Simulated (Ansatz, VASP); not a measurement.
**Ag2O in VASP and in Ansatz**

```
CELL_PARAMETERS angstrom
4.63812 0.00000 0.00000
0.00000 4.63812 0.00000
0.00000 0.00000 4.63812
ATOMIC_POSITIONS crystal
Ag 0.25000 0.25000 0.25000
Ag 0.25000 0.75000 0.75000
Ag 0.75000 0.75000 0.25000
Ag 0.75000 0.25000 0.75000
O 0.00000 0.00000 0.00000
O 0.50000 0.50000 0.50000
```

Alike in both runs: functional LDA; k mesh 7 × 7 × 7; occupations fermi-dirac, width 0.1 eV; no spin polarisation.

Ansatz relaxed the structure, and its values are those at the end. VASP's run is a single point on that final structure, the one shown.

```csv
,VASP,Ansatz
version,VASP 6.6.1,Ansatz 0.2.0
potentials or method,"VASP PAW LDA potentials, release 64 (Ag, O), cutoff 600 eV",PAW plane waves
valence electrons in the cell,56,88
```

|  | VASP | Ansatz | Ansatz less VASP |
| --- | --- | --- | --- |
| gap on the k mesh at the Fermi level (eV) | none | none | - |
| pressure (GPa) | 0.0 | 0.0 | +0.01 |

Ansatz warns that its potentials were made for another functional, while VASP's fit it. LDA's correlation is that of Perdew and Zunger in VASP and of Perdew and Wang (1992) in Ansatz. A gap of «none» marks a metal or a gap that the smearing closes. VASP's potentials hold 56 valence electrons a cell and Ansatz's 88, so a difference there can come from the potentials and not from the codes.
